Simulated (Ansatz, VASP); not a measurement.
Two plane-wave programs on Mg2Si

POSCAR

```
Mg2Si
1.0
    0.0000000000      3.2311230062      3.2311230062
    3.2311230062      0.0000000000      3.2311230062
    3.2311230062      3.2311230062      0.0000000000
Mg Si
2 1
Direct
    0.2500000000      0.2500000000      0.2500000000
    0.7500000000      0.7500000000      0.7500000000
    0.0000000000      0.0000000000      0.0000000000
```

The input INCAR.step1:

```
  PREC = Accurate
  ENCUT = 660
  ISMEAR = 0
  SIGMA = 0.01
  LREAL = False
  LASPH = True
  NELM = 120
  NBANDS = 11
  GGA = PE
  ALGO = Normal
  EDIFF = 1E-5
  LWAVE = True
  LCHARG = False
  GGA_COMPAT = False
```

INCAR.step2

```
  PREC = Accurate
  ENCUT = 660
  EDIFF = 1E-6
  ISMEAR = 0
  SIGMA = 0.01
  LREAL = False
  LASPH = True
  NELM = 120
  ALGO = Normal
  ISIF = 2
  LWAVE = False
  LCHARG = True
  METAGGA = R2SCAN
  LMIXTAU = True
  LELF = True
  LVHAR = True
  NBANDS = 11
  ISTART = 1
  GGA_COMPAT = False
```

KPOINTS

```
Automatic mesh
0
Gamma
  6 6 6
```

Input for Ansatz:

```yaml
crystal:
  lattice:
    - [0.0, 3.2311230062, 3.2311230062]
    - [3.2311230062, 0.0, 3.2311230062]
    - [3.2311230062, 3.2311230062, 0.0]
  atoms:
    - { symbol: Mg, position: [0.25, 0.25, 0.25] }
    - { symbol: Mg, position: [0.75, 0.75, 0.75] }
    - { symbol: Si, position: [0.0, 0.0, 0.0] }
kpoints:
  mp_grid: { grid: [6, 6, 6] }
hamiltonian:
  xc: r2scan
scf:
  occupations: { method: fixed }
  n_extra_bands: 4
output:
  forces: true
  stress: true
  eigenvalues: true
```

Alike in both runs: task single point; functional r2SCAN; k mesh 6 × 6 × 6; no spin polarisation.

```csv
,VASP,Ansatz
version,VASP 6.6.1,Ansatz 0.2.0
potentials or method,"VASP PAW PBE potentials, release 64 (Mg, Si)","plane waves, PAW"
plane-wave cutoff (eV),660,500
occupations,"gaussian, width 0.01 eV",fixed
valence electrons in the cell,8,24
```

|  | VASP | Ansatz | Ansatz less VASP |
| --- | --- | --- | --- |
| gap on the k mesh at the Fermi level (eV) | 0.50 | 0.50 | -0.003 |
| pressure (GPa) | -3.3 | -3.0 | +0.27 |

VASP's potentials were made for PBE, not for r2SCAN. VASP's potentials hold 8 valence electrons a cell and Ansatz's 24, so a difference there can come from the potentials and not from the codes.
